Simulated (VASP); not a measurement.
Crystal: GaN.

```
CELL_PARAMETERS angstrom
0.00000 2.23838 2.23838
2.23838 0.00000 2.23838
2.23838 2.23838 0.00000
ATOMIC_POSITIONS crystal
Ga 0.00000 0.00000 0.00000
N 0.25000 0.25000 0.25000
```

Base run:

| Item | Value |
| --- | --- |
| Program | VASP 6.6.1 |
| Functional | BLYP |
| Dispersion | D3(BJ) |
| Potentials or basis | VASP PAW PBE potentials, release 64 (Ga_d, N) |
| Cutoff | 520 eV |
| k mesh | 10 × 10 × 10 |
| Occupations | fermi-dirac, width 0.05 eV |
| Spin | no spin polarisation |

Its results: band gap on the k mesh 1.95 eV, direct; pressure 7.9 GPa.

Problem. After a change of settings the same cell gave: band gap on the k mesh 1.95 eV, direct; pressure 16.4 GPa. Which change was it?
A. functional from BLYP to revPBE; further incar settings from ALGO = Normal; EDIFF = 1e-06; NBANDS = 16 to ALGO = Normal; EDIFF = 1e-07; NBANDS = 16
B. functional from BLYP to r2SCAN; dispersion from D3(BJ) to none
C. dispersion from D3(BJ) to none
D. functional from BLYP to PBE; dispersion from D3(BJ) to none

Solution. C.

Dispersion adds attraction, which lowers the pressure at fixed volume and, as a term added to the energy, leaves the levels alone.

Caveats: the PAW data sets were made with another functional, which shifts forces and pressure a little.
